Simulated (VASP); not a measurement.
# La (Fm-3m) in VASP: a series of runs, part 2 of 2

VASP 6.6.1.

### 3 Single point, BLYP (35.23 Å³/atom)

This run uses another cell than the first one, of 35.23 Å³/atom.

The input, INCAR:

```
SYSTEM = La
  PREC = Accurate
  ENCUT = 520
  EDIFF = 1E-6
  ISMEAR = -1
  SIGMA = 0.1
  LREAL = .False.
  LASPH = .True.
  NELM = 100
  ALGO = Normal
  ISIF = 2
  LWAVE = .False.
  LCHARG = .True.
  GGA = B5
  ALDAX = 1.0
  AGGAX = 1.0
  AGGAC = 1.0
  ALDAC = 0.0
  LELF = .True.
  LVHAR = .True.
  NBANDS = 12
```

The input, KPOINTS:

```
regular mesh
0
Gamma
  16 16 16
  0 0 0
```

The input, POSCAR:

```
La
1.0
    0.0000000000      2.6019197916      2.6019197916
    2.6019197916      0.0000000000      2.6019197916
    2.6019197916      2.6019197916      0.0000000000
La
1
Direct
    0.0000000000      0.0000000000      0.0000000000
```

Potentials or basis: VASP PAW PBE potentials, release 64 (La).

Launch:

```bash
> cat potpaw_PBE.64/La/POTCAR > POTCAR
> mpirun -np 1 vasp_std > vasp.out
```

OUTCAR:

```text
SYSTEM = La
   PREC = Accurate
   ENCUT = 520
   EDIFF = 1E-6
   ISMEAR = -1
   LREAL = .False.
   LASPH = .True.
   NELM = 100
   ISIF = 2
   GGA = B5

 ion  position               nearest neighbor table
   1  0.000  0.000  0.000-

  LATTYP: Found a face centered cubic cell.
 ALAT       =     5.2038395832

  Lattice vectors:

 A1 = (   0.0000000000,   2.6019197916,   2.6019197916)
 A2 = (   2.6019197916,   0.0000000000,   2.6019197916)
 A3 = (   2.6019197916,   2.6019197916,   0.0000000000)

Analysis of symmetry for initial positions (statically):
=====================================================================
 Subroutine PRICEL returns:
 Original cell was already a primitive cell.

 Routine SETGRP: Setting up the symmetry group for a
 face centered cubic supercell.

 Subroutine GETGRP returns: Found 48 space group operations
 (whereof 48 operations were pure point group operations)
 out of a pool of 48 trial point group operations.

The static configuration has the point symmetry O_h .

Analysis of symmetry for dynamics (positions and initial velocities):
=====================================================================
 Subroutine PRICEL returns:
 Original cell was already a primitive cell.

 Routine SETGRP: Setting up the symmetry group for a
 face centered cubic supercell.

 Subroutine GETGRP returns: Found 48 space group operations
 (whereof 48 operations were pure point group operations)
 out of a pool of 48 trial point group operations.

The dynamic configuration has the point symmetry O_h .

 Subroutine INISYM returns: Found 48 space group operations
 (whereof 48 operations are pure point group operations),
 and found     1 'primitive' translations

----------------------------------------------------------------------------------------

                                     Primitive cell

[... 112 lines left out ...]
   LORBIT       =      0    0 simple, 1 ext, 2 COOP (PROOUT), +10 PAW based schemes
   GGA     = B5    functional components
   LHFCALC =     F    Hartree Fock is set to
   AEXX    =    0.0000 exact exchange contribution
   IVDW    =     0    specifies the selected vdW correction
   LEPSILON=     F    determine dielectric tensor
   LRPA    =     F    only Hartree local field effects (RPA)
 non-spin polarized calculation
  energy-cutoff  :      520.00
  volume of cell :       35.23
 maximum number of plane-waves:       962
   NGX = 13   NGY = 13   NGZ = 13

 number of electron      11.0000000 magnetization

 Free energy of the ion-electron system (eV)
  ---------------------------------------------------
  ext. energy  EPLUGINS =         0.00000000
  ---------------------------------------------------
  free energy    TOTEN  =        -3.93413206 eV

  energy without entropy =       -3.87483544  energy(sigma->0) =       -3.90448375

 E-fermi :   8.9263     XC(G=0):  -9.2083

 val. band max:        8.8886735866   @ k =  -0.3125   0.2500   0.0625
 cond. band min:       8.9356174499   @ k =   0.5000   0.2500   0.1250
 fundamental gap:      0.0469438633
 Fermi energy:         8.9262670421

 k-point     1 :       0.0000    0.0000    0.0000
  band No.  band energies     occupation
      1     -23.9140      2.00000
      2      -6.8036      2.00000
      3      -6.8036      2.00000
      4      -6.8036      2.00000
      5       5.8830      2.00000
      6      10.1026      0.00002
      7      10.4070      0.00000
      8      10.4070      0.00000
      9      10.4070      0.00000
     10      10.6344      0.00000
     11      10.6344      0.00000
     12      10.6344      0.00000
[... 331 lines left out ...]
 k-point    24 :      -0.0625    0.0625    0.0000
  band No.  band energies     occupation
      1     -23.8909      2.00000
      2      -6.9704      2.00000
      3      -6.8506      2.00000
      4      -6.8132      2.00000
      5       6.2133      2.00000
      6       9.6549      0.00137
      7      10.4191      0.00000
      8      10.4212      0.00000
      9      10.6120      0.00000
     10      10.6272      0.00000
     11      10.6440      0.00000
     12      10.7795      0.00000

 [... further k-points ...]

------------------------ aborting loop because EDIFF is reached ----------------------------------------

  FORCE on cell =-STRESS in cart. coord.  units (eV):
  Direction    XX          YY          ZZ          XY          YZ          ZX
  --------------------------------------------------------------------------------------
  -------------------------------------------------------------------------------------
  Total        0.7958803      0.7958803      0.7958803     -0.0000000      0.0000000      0.0000000
  in kB       36.1948378     36.1948378     36.1948378     -0.0000000      0.0000000      0.0000000
  external PRESSURE =      36.1948378 kB  Pullay stress =       0.0000000 kB

 VOLUME and BASIS-vectors are now :
 -----------------------------------------------------------------------------
  energy-cutoff  :      520.00
  volume of cell :       35.23
      direct lattice vectors                 reciprocal lattice vectors
     0.000000000  2.601919792  2.601919792    -0.192165801  0.192165801  0.192165801
     2.601919792  0.000000000  2.601919792     0.192165801 -0.192165801  0.192165801
     2.601919792  2.601919792  0.000000000     0.192165801  0.192165801 -0.192165801

 POSITION                                       TOTAL-FORCE (eV/Angst)
 -----------------------------------------------------------------------------------
      0.00000      0.00000      0.00000         0.000000      0.000000     -0.000000
 -----------------------------------------------------------------------------------
    total drift:                                0.000000      0.000000      0.000000

  FREE ENERGIE OF THE ION-ELECTRON SYSTEM (eV)
  ---------------------------------------------------
  free  energy   TOTEN  =        -3.9341320590 eV

  energy  without entropy=       -3.8748354435  energy(sigma->0) =       -3.90448375
```

OSZICAR:

```text
N       E                     dE             d eps       ncg     rms          rms(c)
DAV:   1     0.974470479576E+02    0.97447E+02   -0.38178E+03  3512   0.119E+03
DAV:   2     0.239624758281E+01   -0.95051E+02   -0.91221E+02  4540   0.181E+02
DAV:   3    -0.362555609344E+01   -0.60218E+01   -0.57536E+01  4728   0.758E+01
DAV:   4    -0.392237471950E+01   -0.29682E+00   -0.29381E+00  6696   0.116E+01
DAV:   5    -0.393170529194E+01   -0.93306E-02   -0.93176E-02  6196   0.200E+00    0.275E+00
DAV:   6    -0.393599228384E+01   -0.42870E-02   -0.17617E-02  6232   0.118E+00    0.169E+00
DAV:   7    -0.393554005247E+01    0.45223E-03   -0.35588E-02  6920   0.194E+00    0.221E-01
DAV:   8    -0.393458799698E+01    0.95206E-03   -0.24561E-02  6724   0.131E+00    0.166E-01
DAV:   9    -0.393409304630E+01    0.49495E-03   -0.26341E-03  6488   0.412E-01    0.195E-02
DAV:  10    -0.393413048403E+01   -0.37438E-04   -0.12299E-04  5252   0.715E-02    0.687E-03
DAV:  11    -0.393413454569E+01   -0.40617E-05   -0.40943E-05  6824   0.424E-02    0.670E-03
DAV:  12    -0.393413147233E+01    0.30734E-05   -0.12027E-05  6356   0.282E-02    0.302E-03
DAV:  13    -0.393413205902E+01   -0.58670E-06   -0.15051E-06  4756   0.994E-03
   1 F= -.39341321E+01 E0= -.39044838E+01  d E =-.592966E-01
```

Run time: 2.3 min. Hardware: 1 thread of Intel Xeon 8259CL, shared host; peak memory 0.22 GiB.

Results:

```
Free energy            : -3.9341 eV
Pressure               : 3.6 GPa
Band gap on the k mesh : zero (an odd number of electrons rules out a gap without spin polarisation)
```

Caveat: the cell stands under pressure; the PAW data sets were made with another functional, which shifts forces and pressure a little; spin-orbit coupling is left out, which moves the levels of the heavy elements.

### 4 Relaxation of cell and atoms, BLYP

This run uses another cell than the first one, of 37.42 Å³/atom.

The input, INCAR:

```
  PREC = Accurate
  ENCUT = 600
  EDIFF = 1E-6
  ISMEAR = -1
  SIGMA = 0.1
  LREAL = F
  LASPH = T
  NELM = 100
  ALGO = Normal
  ISIF = 3
  LWAVE = F
  LCHARG = F
  GGA = B5
  ALDAX = 1.0
  AGGAX = 1.0
  AGGAC = 1.0
  ALDAC = 0.0
  IBRION = 2
  NSW = 80
  EDIFFG = -0.01
```

The input, KPOINTS:

```
regular mesh
0
Gamma
  10 10 10
```

The input, POSCAR:

```
La
1.0
    0.0000000000      2.6546496237      2.6546496237
    2.6546496237      0.0000000000      2.6546496237
    2.6546496237      2.6546496237      0.0000000000
La
1
Direct
    0.0000000000      0.0000000000      0.0000000000
```

Potentials or basis: VASP PAW PBE potentials, release 64 (La).

Launch:

```bash
> cat potpaw_PBE.64/La/POTCAR > POTCAR
> mpirun -np 1 vasp_std > vasp.out
```

OUTCAR:

```text
PREC = Accurate
   ENCUT = 600
   EDIFF = 1E-6
   ISMEAR = -1
   LREAL = F
   LASPH = T
   NELM = 100
   ISIF = 3
   GGA = B5
   IBRION = 2
   NSW = 80
   EDIFFG = -0.01

 ion  position               nearest neighbor table
   1  0.000  0.000  0.000-

  LATTYP: Found a face centered cubic cell.
 ALAT       =     5.3092992474

  Lattice vectors:

 A1 = (   0.0000000000,   2.6546496237,   2.6546496237)
 A2 = (   2.6546496237,   0.0000000000,   2.6546496237)
 A3 = (   2.6546496237,   2.6546496237,   0.0000000000)

Analysis of symmetry for initial positions (statically):
=====================================================================
 Subroutine PRICEL returns:
 Original cell was already a primitive cell.

 Routine SETGRP: Setting up the symmetry group for a
 face centered cubic supercell.

[... 251 lines left out ...]

 k-point     1 :       0.0000    0.0000    0.0000
  band No.  band energies     occupation
      1     -25.3060      2.00000
      2      -8.4358      2.00000
      3      -8.4358      2.00000
      4      -8.4358      2.00000
      5       4.5629      2.00000
      6       8.7606      0.00005
      7       9.0725      0.00000
      8       9.0725      0.00000
      9       9.0725      0.00000
[... 265 lines left out ...]
 k-point    24 :       0.4000    0.3000    0.0000
  band No.  band energies     occupation
      1     -25.1527      2.00000
      2      -9.2831      2.00000
      3      -8.7787      2.00000
      4      -8.7409      2.00000
      5       6.4246      1.99999
      6       6.9188      1.99911
      7       8.7949      0.00003
      8       9.2097      0.00000
      9       9.2480      0.00000

 [... further k-points ...]

------------------------ aborting loop because EDIFF is reached ----------------------------------------

  FORCE on cell =-STRESS in cart. coord.  units (eV):
  Direction    XX          YY          ZZ          XY          YZ          ZX
  --------------------------------------------------------------------------------------
  -------------------------------------------------------------------------------------
  Total       -0.0008854     -0.0008854     -0.0008854      0.0000000      0.0000000     -0.0000000
  in kB       -0.0354410     -0.0354410     -0.0354410      0.0000000      0.0000000     -0.0000000
  external PRESSURE =      -0.0354410 kB  Pullay stress =       0.0000000 kB
[... 16 lines left out ...]
  FREE ENERGIE OF THE ION-ELECTRON SYSTEM (eV)
  ---------------------------------------------------
  free  energy   TOTEN  =        -3.9814721523 eV

  energy  without entropy=       -3.9135624844  energy(sigma->0) =       -3.94751732

 reached required accuracy - stopping structural energy minimisation
```

Wall time 2.6 min (1 thread of Intel Xeon 8259CL, shared host); peak memory 0.2 GiB.

What came out:

```yaml
Free_energy: -3.9815 eV
Relaxed_volume: 40.03 Å³/atom
Relaxed_cell: a = 3.840 Å, b = 3.840 Å, c = 3.840 Å, α = 60.00°, β = 60.00°, γ = 60.00°
Space_group_after_relaxing_to_0.1_Å: Fm-3m (No. 225)
Energy_gained_by_relaxing: 14.7 meV/atom
Ionic_steps: 3
Pressure_after_relaxing: 0.0 GPa
Band_gap_on_the_k_mesh: zero (an odd number of electrons rules out a gap without spin polarisation)
```

Step by step:
```
step  energy change (eV)  largest force (eV/Å)  pressure (GPa)  volume (Å³)
   1              0.0000                0.0000            1.88        37.42
   2             -0.0146                0.0000            0.12        39.84
   3             -0.0147                0.0000            0.00        40.03
```

Final structure:
```
CELL_PARAMETERS angstrom
0.00000 2.71503 2.71503
2.71503 0.00000 2.71503
2.71503 2.71503 0.00000
ATOMIC_POSITIONS crystal
La 0.00000 0.00000 0.00000
```

Levels at points of the mesh, in eV from the Fermi level:
| k point | band 1 | band 2 | band 3 | band 4 | band 5 | band 6 | band 7 | band 8 | band 9 |
| --- | --- | --- | --- | --- | --- | --- | --- | --- | --- |
| (0.00, 0.00, 0.00) | -33.00 | -16.13 | -16.13 | -16.13 | -3.13 | 1.07 | 1.38 | 1.38 | 1.38 |
| (0.50, 0.00, 0.00) | -32.85 | -17.23 | -16.27 | -16.27 | -1.61 | 1.11 | 1.21 | 1.21 | 1.49 |
| (0.50, 0.50, 0.00) | -32.81 | -17.16 | -16.52 | -16.52 | -1.75 | -1.22 | 1.54 | 1.55 | 1.55 |

Caveat: the PAW data sets were made with another functional, which shifts forces and pressure a little; spin-orbit coupling is left out, which moves the levels of the heavy elements.

### 5 Single point, BLYP (36.83 Å³/atom)

This run uses another cell than the first one, of 36.83 Å³/atom.

The input, INCAR:

```
SYSTEM = La
AGGAC = 1.0
AGGAX = 1.0
ALDAC = 0.0
ALDAX = 1.0
ALGO = Normal
EDIFF = 1E-7
ENCUT = 520
GGA = B5
ISIF = 2
ISMEAR = -1
LASPH = .TRUE.
LCHARG = .FALSE.
LREAL = .FALSE.
LWAVE = .FALSE.
NBANDS = 12
NELM = 60
PREC = Accurate
SIGMA = 0.1
```

The input, KPOINTS:

```
k-points
0
G
  16 16 16
  0 0 0
```

The input, POSCAR:

```
La
1.0
    0.0000000000      2.6407601416      2.6407601416
    2.6407601416      0.0000000000      2.6407601416
    2.6407601416      2.6407601416      0.0000000000
La
1
Direct
    0.0000000000      0.0000000000      0.0000000000
```

Potentials or basis: VASP PAW PBE potentials, release 64 (La).

Launch:

```bash
> cat potpaw_PBE.64/La/POTCAR > POTCAR
> mpirun -np 1 vasp_std > vasp.out
```

OUTCAR:

```text
SYSTEM = La
   EDIFF = 1E-7
   ENCUT = 520
   GGA = B5
   ISIF = 2
   ISMEAR = -1
   LASPH = .TRUE.
   LREAL = .FALSE.
   NELM = 60
   PREC = Accurate

 ion  position               nearest neighbor table
   1  0.000  0.000  0.000-

  LATTYP: Found a face centered cubic cell.
 ALAT       =     5.2815202832

  Lattice vectors:

 A1 = (   0.0000000000,   2.6407601416,   2.6407601416)
 A2 = (   2.6407601416,   0.0000000000,   2.6407601416)
[... 538 lines left out ...]
     12      10.2549      0.00000

 [... further k-points ...]

------------------------ aborting loop because EDIFF is reached ----------------------------------------

  FORCE on cell =-STRESS in cart. coord.  units (eV):
  Direction    XX          YY          ZZ          XY          YZ          ZX
  --------------------------------------------------------------------------------------
  -------------------------------------------------------------------------------------
  Total        0.5004467      0.5004467      0.5004467      0.0000000      0.0000000     -0.0000000
  in kB       21.7696552     21.7696552     21.7696552      0.0000000      0.0000000     -0.0000000
  external PRESSURE =      21.7696552 kB  Pullay stress =       0.0000000 kB

 VOLUME and BASIS-vectors are now :
 -----------------------------------------------------------------------------
  energy-cutoff  :      520.00
  volume of cell :       36.83
      direct lattice vectors                 reciprocal lattice vectors
     0.000000000  2.640760142  2.640760142    -0.189339422  0.189339422  0.189339422
     2.640760142  0.000000000  2.640760142     0.189339422 -0.189339422  0.189339422
     2.640760142  2.640760142  0.000000000     0.189339422  0.189339422 -0.189339422

 POSITION                                       TOTAL-FORCE (eV/Angst)
 -----------------------------------------------------------------------------------
      0.00000      0.00000      0.00000         0.000000      0.000000     -0.000000
 -----------------------------------------------------------------------------------
    total drift:                                0.000000      0.000000      0.000000

  FREE ENERGIE OF THE ION-ELECTRON SYSTEM (eV)
  ---------------------------------------------------
  free  energy   TOTEN  =        -3.9629418134 eV

  energy  without entropy=       -3.9014699594  energy(sigma->0) =       -3.93220589
```

stdout:

```text
POSCAR found type information on POSCAR La
 POSCAR found :  1 types and       1 ions
 scaLAPACK will be used
 -----------------------------------------------------------------------------
|                                                                             |
|                                                                             |
|     You enforced a specific xc type in the INCAR file but a different       |
|     I HOPE YOU KNOW WHAT YOU ARE DOING!                                     |
|                                                                             |
 -----------------------------------------------------------------------------

 LDA part: xc-table for (Slater(with rela. corr.)+VWN5), standard interpolation
 POSCAR, INCAR and KPOINTS ok, starting setup
 FFT: planning ... GRIDC
 FFT: planning ... GRID_SOFT
 FFT: planning ... GRID
 WAVECAR not read
 entering main loop
```

It took 2.9 min on 1 thread of Intel Xeon 8259CL, shared host; peak memory 0.22 GiB.

What came out:

| Item | Value |
| --- | --- |
| Free energy | -3.9629 eV |
| Pressure | 2.2 GPa |
| Band gap on the k mesh | zero (an odd number of electrons rules out a gap without spin polarisation) |

Levels at points of the mesh, in eV from the Fermi level:
| k point | band 1 | band 2 | band 3 | band 4 | band 5 | band 6 | band 7 | band 8 | band 9 | band 10 |
| --- | --- | --- | --- | --- | --- | --- | --- | --- | --- | --- |
| (0.00, 0.00, 0.00) | -32.89 | -15.87 | -15.87 | -15.87 | -3.09 | 1.14 | 1.45 | 1.45 | 1.45 | 1.63 |
| (0.50, 0.00, 0.00) | -32.69 | -17.28 | -16.05 | -16.05 | -1.69 | 1.19 | 1.25 | 1.25 | 1.66 | 1.66 |
| (0.50, 0.50, 0.00) | -32.62 | -17.18 | -16.37 | -16.37 | -1.95 | -1.40 | 1.73 | 1.73 | 1.73 | 1.75 |

Caveat: the PAW data sets were made with another functional, which shifts forces and pressure a little; spin-orbit coupling is left out, which moves the levels of the heavy elements.

### 6 Overview

```tsv
task	cell	k mesh	cutoff (eV)	gap on the mesh (eV)	pressure (GPa)
single point	a = 3.840 Å, angles 60.0°, 1 atom	10 × 10 × 10	520	none	0.0
single point	a = 3.680 Å, angles 60.0°, 1 atom	16 × 16 × 16	520	none	3.6
relaxation of cell and atoms	relaxed from a = 3.754 Å, angles 60.0°, 1 atom	10 × 10 × 10	600	none	0.0
single point	a = 3.735 Å, angles 60.0°, 1 atom	16 × 16 × 16	520	none	2.2
```

Alike in all rows: level BLYP; potentials or basis VASP PAW PBE potentials, release 64 (La); no spin polarisation; smearing fermi-dirac 0.1 eV.

Caveats: the PAW data sets were made with another functional, which shifts forces and pressure a little; spin-orbit coupling is left out, which moves the levels of the heavy elements; the cell stands under pressure (at least some runs).

Absolute energies hang on the potentials; compare differences alone.
